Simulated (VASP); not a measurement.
Cu: single point with r2SCAN

The system is Cu.

```
Cu
1.0
     1.21846   -3.97638    0.00000
     1.21846    3.97638    0.00000
     0.00000    0.00000    2.47550
Cu
2
Direct
  0.13387 0.86613 0.25000
  0.86613 0.13387 0.75000
```

| Property | Result |
| --- | --- |
| Program | VASP 6.6.1 |
| Task | single point |
| Functional | r2SCAN |
| Potentials or basis | VASP PAW PBE potentials, release 64 (Cu) |
| Cutoff | 520 eV |
| k mesh | 13 × 13 × 12 |
| Occupations | methfessel-paxton, width 0.1 eV |
| Spin | no spin polarisation |

```
Pressure               : 0.7 GPa
Largest force          : 0.007 eV/Å
Band gap on the k mesh : zero (bands 11 and 12 overlap by 5.96 eV)
```

Forces on the atoms (eV/Å):
```
Cu   0.000  0.007  0.000
Cu   0.000 -0.007  0.000
```

Stress tensor (GPa, compression positive):
```
0.65 0.00 0.00
0.00 0.45 0.00
0.00 0.00 1.04
```

Levels at points of the mesh, in eV from the Fermi level:
```
           k point  band 7  band 8  band 9  band 10  band 11  band 12  band 13  band 14  band 15  band 16
(0.00, 0.00, 0.00)   -2.45   -2.14   -1.96    -1.82    -1.53    -0.03     5.06    15.51    19.28    20.18
(0.00, 0.00, 0.50)   -2.86   -2.86   -1.83    -1.83    -0.02    -0.02     8.57     8.57     9.89     9.89
```

Run time: 7.7 min on 1 thread of Intel Xeon 8259CL, with other jobs on the host, peak memory 0.25 GiB.

Caveat: the PAW data sets were made with another functional, which shifts forces and pressure a little.
